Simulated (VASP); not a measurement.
# Cu2Au3 (Pm-3m) in VASP: a series of runs, part 2 of 2

VASP 6.6.1. Earlier steps stand in the parts before.

## Step 3: Relaxation of cell and atoms, PBE

This run uses another cell than the first one, of 17.17 Å³/atom, 0.811 times its volume.

INCAR

```
SYSTEM = Cu2Au3
  PREC = Accurate
  ENCUT = 600
  EDIFF = 1E-7
  ISMEAR = 0
  SIGMA = 0.1
  LREAL = .FALSE.
  LASPH = .TRUE.
  NELM = 80
  ALGO = Normal
  ISIF = 3
  LWAVE = .FALSE.
  LCHARG = .FALSE.
  GGA = PE
  IBRION = 2
  NSW = 90
  EDIFFG = -0.04
```

KPOINTS

```
Automatic mesh
0
G
  4 4 4
  0 0 0
```

POSCAR

```
Cu2Au3
1.0
    4.4115948500      0.0000000000      0.0000000000
    0.0000000000      4.4115948500      0.0000000000
    0.0000000000      0.0000000000      4.4115948500
Cu Au
2 3
Direct
    0.5000000000      0.5000000000      0.5000000000
    0.0000000000      0.0000000000      0.0000000000
    0.5000000000      0.0000000000      0.0000000000
    0.0000000000      0.5000000000      0.0000000000
    0.0000000000      0.0000000000      0.5000000000
```

Potentials or basis: VASP PAW PBE potentials, release 64 (Cu, Au).

The run is started by

```bash
> cat potpaw_PBE.64/Cu/POTCAR potpaw_PBE.64/Au/POTCAR > POTCAR
> mpirun -np 1 vasp_std > vasp.out
```

OUTCAR:

```text
SYSTEM = Cu2Au3
   PREC = Accurate
   ENCUT = 600
   EDIFF = 1E-7
   ISMEAR = 0
   LREAL = .FALSE.
   LASPH = .TRUE.
   NELM = 80
   ISIF = 3
   GGA = PE
   IBRION = 2
   NSW = 90
   EDIFFG = -0.04

 ion  position               nearest neighbor table
   1  0.500  0.500  0.500-   3 3.12   4 3.12   5 3.12   3 3.12   4 3.12   3 3.12   5 3.12   3 3.12
                             4 3.12   5 3.12   4 3.12   5 3.12
   2  0.000  0.000  0.000-   3 2.21   4 2.21   5 2.21   5 2.21   4 2.21   3 2.21
   3  0.500  0.000  0.000-   2 2.21   2 2.21   4 3.12   5 3.12   1 3.12   5 3.12   1 3.12   4 3.12
                             1 3.12   1 3.12   4 3.12   5 3.12   5 3.12   4 3.12
   4  0.000  0.500  0.000-   2 2.21   2 2.21   3 3.12   5 3.12   1 3.12   5 3.12   1 3.12   3 3.12
                             5 3.12   5 3.12   1 3.12   3 3.12   1 3.12   3 3.12
   5  0.000  0.000  0.500-   2 2.21   2 2.21   3 3.12   4 3.12   1 3.12   3 3.12   4 3.12   1 3.12
                             4 3.12   4 3.12   1 3.12   3 3.12   3 3.12   1 3.12

  LATTYP: Found a simple cubic cell.
 ALAT       =     4.4115948500

  Lattice vectors:

 A1 = (   4.4115948500,   0.0000000000,   0.0000000000)
 A2 = (   0.0000000000,   4.4115948500,   0.0000000000)
 A3 = (   0.0000000000,   0.0000000000,   4.4115948500)

Analysis of symmetry for initial positions (statically):
=====================================================================
 Subroutine PRICEL returns:
 Original cell was already a primitive cell.

 Routine SETGRP: Setting up the symmetry group for a
 simple cubic supercell.

 Subroutine GETGRP returns: Found 48 space group operations
[... 9 lines left out ...]

 Routine SETGRP: Setting up the symmetry group for a
 simple cubic supercell.

 Subroutine GETGRP returns: Found 48 space group operations
[... 11 lines left out ...]
                                     Primitive cell

  volume of cell :      85.8592

  direct lattice vectors                    reciprocal lattice vectors
     4.411594850  0.000000000  0.000000000     0.226675394  0.000000000  0.000000000
     0.000000000  4.411594850  0.000000000     0.000000000  0.226675394  0.000000000
     0.000000000  0.000000000  4.411594850     0.000000000  0.000000000  0.226675394

[... 66 lines left out ...]
   ISTART =      0    job   : 0-new  1-cont  2-samecut
   ICHARG =      2    charge: 1-file 2-atom 10-const
   ISPIN  =      1    spin polarized calculation?
   LNONCOLLINEAR =      F non collinear calculations
   LSORBIT =      F    spin-orbit coupling
   LASPH  =      T    aspherical Exc in radial PAW
   ENCUT  =  600.0 eV  44.10 Ry    6.64 a.u.   8.81  8.81  8.81*2*pi/ulx,y,z
   NELM   =     80;   NELMIN=  2; NELMDL= -5     # of ELM steps
   EDIFF  = 0.1E-06   stopping-criterion for ELM
   LREAL  =      F    real-space projection
   EDIFFG = -.4E-01   stopping-criterion for IOM
   NSW    =     90    number of steps for IOM
   IBRION =      2    ionic relax: 0-MD 1-quasi-New 2-CG
   NFREE  =      1    steps in history (QN), initial steepest desc. (CG)
   ISIF   =      3    stress and relaxation
   ISYM   =      2    0-nonsym 1-usesym 2-fastsym
   POTIM  = 0.5000    time-step for ionic-motion
   TEBEG  =    0.0;   TEEND  =   0.0 temperature during run
   PSTRESS=    0.0 pullay stress
   NELECT =      55.0000    total number of electrons
   NUPDOWN=      -1.0000    fix difference up-down
   EMIN   =  10.00;   EMAX   =-10.00  energy-range for DOS
   EFERMI =   0.00;   METHOD = LEGACY
   ISMEAR =     0;   SIGMA  =   0.10  broadening in eV -4-tet -1-fermi 0-gaus
   EFERMI_NEDOS =   21; number of points for ismear=-14 and -15
   IALGO  =     38    algorithm
   IMIX   =      4    mixing-type and parameters
     AMIX     =   0.40;   BMIX     =  1.00
     AMIX_MAG =   1.60;   BMIX_MAG =  1.00
  volume/ion in A,a.u.               =      17.17       115.88
  Fermi-wavevector in a.u.,A,eV,Ry     =   1.411237  2.666852 27.097244  1.991591
  Thomas-Fermi vector in A             =   2.533109
   LORBIT       =      0    0 simple, 1 ext, 2 COOP (PROOUT), +10 PAW based schemes
   GGA     = PE    functional components
   LHFCALC =     F    Hartree Fock is set to
   AEXX    =    0.0000 exact exchange contribution
   IVDW    =     0    specifies the selected vdW correction
   LEPSILON=     F    determine dielectric tensor
   LRPA    =     F    only Hartree local field effects (RPA)
 conjugate gradient relaxation of ions
 non-spin polarized calculation
 Gauss-broadening in eV      SIGMA  =   0.10
  energy-cutoff  :      600.00
  volume of cell :       85.86
 maximum number of plane-waves:      2897
 NGX is ok and might be reduce to    36
   NGX = 17   NGY = 17   NGZ = 17

--------------------------------------- Ionic step        1  -------------------------------------------

 number of electron      54.9999999 magnetization

 Free energy of the ion-electron system (eV)
  ---------------------------------------------------
  ext. energy  EPLUGINS =         0.00000000
  ---------------------------------------------------
  free energy    TOTEN  =       -12.01971186 eV

  energy without entropy =      -12.00004470  energy(sigma->0) =      -12.00987828

 E-fermi :   6.9513     XC(G=0): -11.7231

 val. band max:        6.9062999720   @ k =   0.2500   0.2500   0.2500
 cond. band min:       6.9719791146   @ k =   0.2500   0.2500   0.2500
 fundamental gap:      0.0656791426
 Fermi energy:         6.9513402285
[... 802 lines left out ...]
--------------------------------------- Ionic step        3  -------------------------------------------

 number of electron      55.0000073 magnetization

 Free energy of the ion-electron system (eV)
  ---------------------------------------------------
  ext. energy  EPLUGINS =         0.00000000
  ---------------------------------------------------
  free energy    TOTEN  =       -13.33738905 eV

  energy without entropy =      -13.31544976  energy(sigma->0) =      -13.32641940

 E-fermi :   4.4385     XC(G=0): -10.5601

 val. band max:        4.4223477223   @ k =   0.2500   0.2500   0.2500
 cond. band min:       4.4956881599   @ k =   0.5000   0.5000   0.2500
 fundamental gap:      0.0733404376
 Fermi energy:         4.4384595572
[... 390 lines left out ...]
  FREE ENERGIE OF THE ION-ELECTRON SYSTEM (eV)
  ---------------------------------------------------
  free  energy   TOTEN  =       -13.3373890482 eV

  energy  without entropy=      -13.3154497576  energy(sigma->0) =      -13.32641940

 reached required accuracy - stopping structural energy minimisation
```

It took 90 s on 1 thread of AMD EPYC 9R45 (Zen 5), shared host; peak memory 0.19 GiB.

What came out:

```yaml
Free_energy: -13.3374 eV
Relaxed_volume: 21.22 Å³/atom
Relaxed_cell: a = 4.734 Å, b = 4.734 Å, c = 4.734 Å, α = 90.00°, β = 90.00°, γ = 90.00°
Space_group_after_relaxing_to_0.05_Å: Pm-3m (No. 221)
Energy_gained_by_relaxing: 263.5 meV/atom
Ionic_steps: 3
Pressure_after_relaxing: 0.0 GPa
```

The path:
```csv
step,energy change (eV),largest force (eV/Å),pressure (GPa),volume (Å³)
1,0.0000,0.0000,26.18,85.86
2,-0.7644,0.0000,-7.48,125.65
3,-1.3177,0.0000,-0.04,106.11
```

Final structure:
```
CELL_PARAMETERS angstrom
4.73432 0.00000 0.00000
0.00000 4.73432 0.00000
0.00000 0.00000 4.73432
ATOMIC_POSITIONS crystal
Cu 0.50000 0.50000 0.50000
Cu 0.00000 0.00000 0.00000
Au 0.50000 0.00000 0.00000
Au 0.00000 0.50000 0.00000
Au 0.00000 0.00000 0.50000
```

Caveat: the volume moved by over 15 % at a fixed basis, so the end points are rough; spin-orbit coupling is left out, which moves the levels of the heavy elements.
